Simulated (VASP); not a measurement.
# Ge (Fd-3m) in VASP: further runs

Aim: see how the results for Ge move with the level of theory and the settings. Levels: PBEsol, LDA. Tasks: relaxation of cell and atoms, single point.

Program: VASP 6.6.1. These are calculated values, not measurements. Logs are shortened: lines on timing, memory, paths and dates and some standing lists are left out, and cuts for length are marked.

**Experimental background.**

“Electronic and optical properties of SixGe1-x-ySny alloys lattice-matched to Ge”, 2021, arxiv:2109.02782 reports, for a bulk crystal of Ge at 293 K: band gap 0.666 eV (indirect).

How close the calculation comes is told below.

## Step 1: The cell of the first run

Symmetry: Fd-3m, No. 227, cubic system. Conventional cell: a = 5.658 Å, b = 5.658 Å, c = 5.658 Å, α = 90.00°, β = 90.00°, γ = 90.00°. Within 3.2 Å of Ge (site symmetry -43m) lie 4 Ge at 2.45 Å.

## Step 2: Relaxation of cell and atoms, PBEsol, target pressure 30 GPa, at which the enthalpy is minimised

Contents of INCAR:

```
SYSTEM = Ge
PREC = Accurate
ENCUT = 600
EDIFF = 1E-6
ISMEAR = -1
SIGMA = 0.05
LREAL = .False.
LASPH = .True.
NELM = 100
ALGO = Normal
ISIF = 3
LWAVE = .False.
LCHARG = .False.
GGA = PS
IBRION = 2
NSW = 60
EDIFFG = -0.01
PSTRESS = 300.0
```

Contents of KPOINTS:

```
regular mesh
0
Gamma
  8 8 8
  0 0 0
```

Contents of POSCAR:

```
Ge
1.0
    0.0000000000      2.8289100000      2.8289100000
    2.8289100000      0.0000000000      2.8289100000
    2.8289100000      2.8289100000      0.0000000000
Ge
2
Direct
    0.7500000000      0.7500000000      0.7500000000
    0.5000000000      0.5000000000      0.5000000000
```

Potentials or basis: VASP PAW PBE potentials, release 64 (Ge_d).

Launch:

```
$ cat potpaw_PBE.64/Ge_d/POTCAR > POTCAR
$ mpirun -np 1 vasp_std > vasp.out
```

OUTCAR:

```text
SYSTEM = Ge
   PREC = Accurate
   ENCUT = 600
   EDIFF = 1E-6
   ISMEAR = -1
   LREAL = .False.
   LASPH = .True.
   NELM = 100
   ISIF = 3
   GGA = PS
   IBRION = 2
   NSW = 60
   EDIFFG = -0.01
   PSTRESS = 300.0

 ion  position               nearest neighbor table
   1  0.750  0.750  0.750-   2 2.45   2 2.45   2 2.45   2 2.45
   2  0.500  0.500  0.500-   1 2.45   1 2.45   1 2.45   1 2.45

  LATTYP: Found a face centered cubic cell.
 ALAT       =     5.6578200000

  Lattice vectors:

 A1 = (   0.0000000000,   2.8289100000,   2.8289100000)
 A2 = (   2.8289100000,   0.0000000000,   2.8289100000)
 A3 = (   2.8289100000,   2.8289100000,   0.0000000000)

Analysis of symmetry for initial positions (statically):
=====================================================================
 Subroutine PRICEL returns:
 Original cell was already a primitive cell.

 Routine SETGRP: Setting up the symmetry group for a
 face centered cubic supercell.

 Subroutine GETGRP returns: Found 48 space group operations
 (whereof 24 operations were pure point group operations)
 out of a pool of 48 trial point group operations.

The static configuration has the point symmetry T_d .
 The point group associated with its full space group is O_h .

Analysis of symmetry for dynamics (positions and initial velocities):
=====================================================================
 Subroutine PRICEL returns:
 Original cell was already a primitive cell.

 Routine SETGRP: Setting up the symmetry group for a
 face centered cubic supercell.

 Subroutine GETGRP returns: Found 48 space group operations
 (whereof 24 operations were pure point group operations)
 out of a pool of 48 trial point group operations.

The dynamic configuration has the point symmetry T_d .
 The point group associated with its full space group is O_h .

 Subroutine INISYM returns: Found 48 space group operations
 (whereof 24 operations are pure point group operations),
 and found     1 'primitive' translations

----------------------------------------------------------------------------------------

                                     Primitive cell

  volume of cell :      45.2780

  direct lattice vectors                    reciprocal lattice vectors
     0.000000000  2.828910000  2.828910000    -0.176746521  0.176746521  0.176746521
     2.828910000  0.000000000  2.828910000     0.176746521 -0.176746521  0.176746521
     2.828910000  2.828910000  0.000000000     0.176746521  0.176746521 -0.176746521

  length of vectors
     4.000682889  4.000682889  4.000682889     0.306133954  0.306133954  0.306133954

  position of ions in fractional coordinates (direct lattice)
     0.750000000  0.750000000  0.750000000
     0.500000000  0.500000000  0.500000000

  ion indices of the primitive-cell ions
   primitive index   ion index
                 1           1
                 2           2

----------------------------------------------------------------------------------------

 KPOINTS: regular mesh

Automatic generation of k-mesh.
 Grid dimensions read from file:
 generate k-points for:    8    8    8

 Generating k-lattice:

  Cartesian coordinates                     Fractional coordinates (reciprocal lattice)
    -0.022093315  0.022093315  0.022093315     0.125000000  0.000000000  0.000000000
     0.022093315 -0.022093315  0.022093315     0.000000000  0.125000000  0.000000000
     0.022093315  0.022093315 -0.022093315     0.000000000  0.000000000  0.125000000

  Length of vectors
     0.038266744  0.038266744  0.038266744

  Shift w.r.t. Gamma in fractional coordinates (k-lattice)
     0.000000000  0.000000000  0.000000000

 Subroutine IBZKPT returns following result:
 ===========================================

 Found     29 irreducible k-points:

 Following reciprocal coordinates:
            Coordinates               Weight
  0.000000  0.000000  0.000000      1.000000
  0.125000  0.000000  0.000000      8.000000
  0.250000  0.000000  0.000000      8.000000
  0.375000  0.000000  0.000000      8.000000
  0.500000  0.000000  0.000000      4.000000
  0.125000  0.125000  0.000000      6.000000
[... 16 lines left out ...]
  0.500000  0.250000  0.125000     48.000000
 -0.375000  0.250000  0.125000     24.000000
 [... further k-points ...]
   k-points           NKPTS =     29   k-points in BZ     NKDIM =     29   number of bands    NBANDS=     18
   number of dos      NEDOS =    301   number of ions     NIONS =      2
   total plane-waves  NPLWV =  32768
   dimension x,y,z NGX =    32 NGY =   32 NGZ =   32
   dimension x,y,z NGXF=    64 NGYF=   64 NGZF=   64
   ions per type =               2
   NGX,Y,Z   is equivalent  to a cutoff of  13.30, 13.30, 13.30 a.u.
   NGXF,Y,Z  is equivalent  to a cutoff of  26.59, 26.59, 26.59 a.u.
 SYSTEM =  Ge
   PREC   = accura    normal or accurate (medium, high low for compatibility)
   ISTART =      0    job   : 0-new  1-cont  2-samecut
   ICHARG =      2    charge: 1-file 2-atom 10-const
   ISPIN  =      1    spin polarized calculation?
   LNONCOLLINEAR =      F non collinear calculations
   LSORBIT =      F    spin-orbit coupling
   LASPH  =      T    aspherical Exc in radial PAW
   ENCUT  =  600.0 eV  44.10 Ry    6.64 a.u.   7.99  7.99  7.99*2*pi/ulx,y,z
   NELM   =    100;   NELMIN=  2; NELMDL= -5     # of ELM steps
   EDIFF  = 0.1E-05   stopping-criterion for ELM
   LREAL  =      F    real-space projection
   EDIFFG = -.1E-01   stopping-criterion for IOM
   NSW    =     60    number of steps for IOM
   IBRION =      2    ionic relax: 0-MD 1-quasi-New 2-CG
   NFREE  =      1    steps in history (QN), initial steepest desc. (CG)
   ISIF   =      3    stress and relaxation
   ISYM   =      2    0-nonsym 1-usesym 2-fastsym
   POTIM  = 0.5000    time-step for ionic-motion
   TEBEG  =    0.0;   TEEND  =   0.0 temperature during run
   PSTRESS=  300.0 pullay stress
   NELECT =      28.0000    total number of electrons
   NUPDOWN=      -1.0000    fix difference up-down
   EMIN   =  10.00;   EMAX   =-10.00  energy-range for DOS
   EFERMI =   0.00;   METHOD = LEGACY
   ISMEAR =    -1;   SIGMA  =   0.05  broadening in eV -4-tet -1-fermi 0-gaus
   EFERMI_NEDOS =   21; number of points for ismear=-14 and -15
   IALGO  =     38    algorithm
   IMIX   =      4    mixing-type and parameters
     AMIX     =   0.40;   BMIX     =  1.00
     AMIX_MAG =   1.60;   BMIX_MAG =  1.00
  volume/ion in A,a.u.               =      22.64       152.78
  Fermi-wavevector in a.u.,A,eV,Ry     =   1.394756  2.635708 26.468033  1.945346
  Thomas-Fermi vector in A             =   2.518275
   LORBIT       =      0    0 simple, 1 ext, 2 COOP (PROOUT), +10 PAW based schemes
   GGA     = PS    functional components
   LHFCALC =     F    Hartree Fock is set to
   AEXX    =    0.0000 exact exchange contribution
   IVDW    =     0    specifies the selected vdW correction
   LEPSILON=     F    determine dielectric tensor
   LRPA    =     F    only Hartree local field effects (RPA)
 conjugate gradient relaxation of ions
 non-spin polarized calculation
  energy-cutoff  :      600.00
  volume of cell :       45.28
 maximum number of plane-waves:      1540
   NGX = 15   NGY = 15   NGZ = 15

--------------------------------------- Ionic step        1  -------------------------------------------

 number of electron      28.0000013 magnetization

 Free energy of the ion-electron system (eV)
  ---------------------------------------------------
  ext. energy  EPLUGINS =         0.00000000
  ---------------------------------------------------
  free energy    TOTEN  =        -9.86298308 eV

  energy without entropy =       -9.86206476  energy(sigma->0) =       -9.86252392

------------------------ aborting loop because EDIFF is reached ----------------------------------------

  FORCE on cell =-STRESS in cart. coord.  units (eV):
  Direction    XX          YY          ZZ          XY          YZ          ZX
  --------------------------------------------------------------------------------------
  -------------------------------------------------------------------------------------
  Total        0.1573363      0.1573363      0.1573363      0.0000000     -0.0000000      0.0000000
  in kB        5.5673953      5.5673953      5.5673953      0.0000000     -0.0000000      0.0000000
  external PRESSURE =    -294.4326047 kB  Pullay stress =     300.0000000 kB
[... 23 lines left out ...]
  enthalpy is  TOTEN    =        -1.3848923378 eV   P V=        8.4780907427

--------------------------------------- Ionic step        2  -------------------------------------------

 number of electron      28.0000007 magnetization

 E-fermi :  13.6391     XC(G=0): -13.7981

 val. band max:       13.6201427712   @ k =   0.1250   0.0000   0.0000
 cond. band min:      13.6657406683   @ k =   0.5000   0.3750   0.0000
 fundamental gap:      0.0455978971
 Fermi energy:        13.6390879006

 k-point     1 :       0.0000    0.0000    0.0000
  band No.  band energies     occupation
      1     -13.3436      2.00000
      2     -13.3436      2.00000
      3     -13.3436      2.00000
      4     -13.2349      2.00000
      5     -13.2349      2.00000
      6     -12.2298      2.00000
[... 10 lines left out ...]
     17      16.7468      0.00000
     18      21.2654      0.00000
[... 466 lines left out ...]
      2     -13.4920      2.00000
      3     -13.1581      2.00000
      4     -12.9327      2.00000
      5     -12.8326      2.00000
      6     -12.5982      2.00000
[... 10 lines left out ...]
     17      23.2706      0.00000
     18      24.2643      0.00000

 [... further k-points ...]

------------------------ aborting loop because EDIFF is reached ----------------------------------------

  FORCE on cell =-STRESS in cart. coord.  units (eV):
  Direction    XX          YY          ZZ          XY          YZ          ZX
  --------------------------------------------------------------------------------------
  -------------------------------------------------------------------------------------
  Total       31.1298876     31.1298876     31.1298876     -0.0000000      0.0000000     -0.0000000
  in kB     2157.1669649   2157.1669649   2157.1669649     -0.0000000      0.0000000     -0.0000000
  external PRESSURE =    1857.1669649 kB  Pullay stress =     300.0000000 kB
[... 55 lines left out ...]
  FREE ENERGIE OF THE ION-ELECTRON SYSTEM (eV)
  ---------------------------------------------------
  free  energy   TOTEN  =        -9.3136385575 eV

  energy  without entropy=       -9.3128343529  energy(sigma->0) =       -9.31323646

  enthalpy is  TOTEN    =        -2.4297829317 eV   P V=        6.8838556258

[... ionic steps 4 to 15 ...]

--------------------------------------- Ionic step       16  -------------------------------------------

 number of electron      28.0000011 magnetization

------------------------ aborting loop because EDIFF is reached ----------------------------------------

  FORCE on cell =-STRESS in cart. coord.  units (eV):
  Direction    XX          YY          ZZ          XY          YZ          ZX
  --------------------------------------------------------------------------------------
  -------------------------------------------------------------------------------------
  Total        6.5659324      6.5659324      6.5659324     -0.0000000      0.0000000      0.0000000
  in kB      294.9127143    294.9127143    294.9127143     -0.0000000      0.0000000      0.0000000
  external PRESSURE =      -5.0872857 kB  Pullay stress =     300.0000000 kB
[... 61 lines left out ...]
  enthalpy is  TOTEN    =        -2.4502352177 eV   P V=        6.6708659510

--------------------------------------- Ionic step       18  -------------------------------------------

 number of electron      28.0000011 magnetization

 Free energy of the ion-electron system (eV)
  ---------------------------------------------------
  ext. energy  EPLUGINS =         0.00000000
  ---------------------------------------------------
  free energy    TOTEN  =        -9.12295593 eV

  energy without entropy =       -9.12190997  energy(sigma->0) =       -9.12243295

 E-fermi :   7.5465     XC(G=0): -11.3189

 val. band max:        7.5266789497   @ k =   0.0000   0.0000   0.0000
 cond. band min:       7.6191966418   @ k =   0.3750   0.3750   0.0000
 fundamental gap:      0.0925176921
 Fermi energy:         7.5465263182

 k-point     1 :       0.0000    0.0000    0.0000
  band No.  band energies     occupation
      1     -17.7709      2.00000
      2     -17.7709      2.00000
      3     -17.7709      2.00000
      4     -17.7119      2.00000
      5     -17.7119      2.00000
      6     -17.3281      2.00000
[... 10 lines left out ...]
     17      10.1024      0.00000
     18      10.1024      0.00000
[... 466 lines left out ...]
      2     -17.8313      2.00000
      3     -17.6886      2.00000
      4     -17.5964      2.00000
      5     -17.5672      2.00000
      6     -17.4697      2.00000
[... 10 lines left out ...]
     17      14.2619      0.00000
     18      15.5404      0.00000

 [... further k-points ...]

------------------------ aborting loop because EDIFF is reached ----------------------------------------

  FORCE on cell =-STRESS in cart. coord.  units (eV):
  Direction    XX          YY          ZZ          XY          YZ          ZX
  --------------------------------------------------------------------------------------
  -------------------------------------------------------------------------------------
  Total        6.6877706      6.6877706      6.6877706     -0.0000000      0.0000000     -0.0000000
  in kB      300.6765742    300.6765742    300.6765742     -0.0000000      0.0000000     -0.0000000
  external PRESSURE =       0.6765742 kB  Pullay stress =     300.0000000 kB
[... 17 lines left out ...]
  FREE ENERGIE OF THE ION-ELECTRON SYSTEM (eV)
  ---------------------------------------------------
  free  energy   TOTEN  =        -9.1229559307 eV

  energy  without entropy=       -9.1219099705  energy(sigma->0) =       -9.12243295

  enthalpy is  TOTEN    =        -2.4502340113 eV   P V=        6.6727219194

 reached required accuracy - stopping structural energy minimisation
```

Wall time 80 s (1 thread of Intel Xeon 6975P-C (Granite Rapids), shared host); peak memory 0.19 GiB.

What came out:

```
Free energy                                            : -9.1230 eV
Relaxed volume                                         : 17.82 Å³/atom
Relaxed cell                                           : a = 3.694 Å, b = 3.694 Å, c = 3.694 Å, α = 60.00°, β = 60.00°, γ = 60.00°
Space group after relaxing (to 0.05 Å)                 : Fd-3m (No. 227)
Energy change on relaxing (the enthalpy is what falls) : +370.0 meV/atom
Ionic steps                                            : 18
Pressure after relaxing                                : 30.1 GPa
Band gap on the k mesh                                 : 0.09 eV, indirect (least direct gap 2.35 eV)
```

The path:
```
step  energy change (eV)  largest force (eV/Å)  pressure (GPa)  volume (Å³)
   1              0.0000                0.0000            0.56        45.28
   2              8.1712                0.0000          215.72        23.12
   3              0.5493                0.0000           24.52        36.76
   4              0.6637                0.0000           27.63        36.06
   5              0.7548                0.0000           30.28        35.56
   6              0.7214                0.0000           29.37        35.74
   7              0.7224                0.0000           29.52        35.73
   8              0.7254                0.0000           29.33        35.72
   9              0.7254                0.0000           29.52        35.72
  10              0.7255                0.0000           29.53        35.71
  11              0.7256                0.0000           29.53        35.71
  12              0.7259                0.0000           29.52        35.71
  13              0.7264                0.0000           29.71        35.71
  14              0.7274                0.0000           29.66        35.70
  15              0.7295                0.0000           29.50        35.69
  16              0.7336                0.0000           29.49        35.67
  17              0.7419                0.0000           30.15        35.63
  18              0.7400                0.0000           30.07        35.64
```

Final structure:
```
Ge
1.0
     0.00000    2.61189    2.61189
     2.61189    0.00000    2.61189
     2.61189    2.61189    0.00000
Ge
2
Direct
  0.75000 0.75000 0.75000
  0.50000 0.50000 0.50000
```

Caveat: the cell is relaxed towards a set pressure, so the enthalpy falls and the energy may rise; the volume moved by over 15 % at a fixed basis, so the end points are rough; the PAW data sets were made with another functional, which shifts forces and pressure a little. A k mesh can miss the band edges.

(Continued in part 2 of 2.)
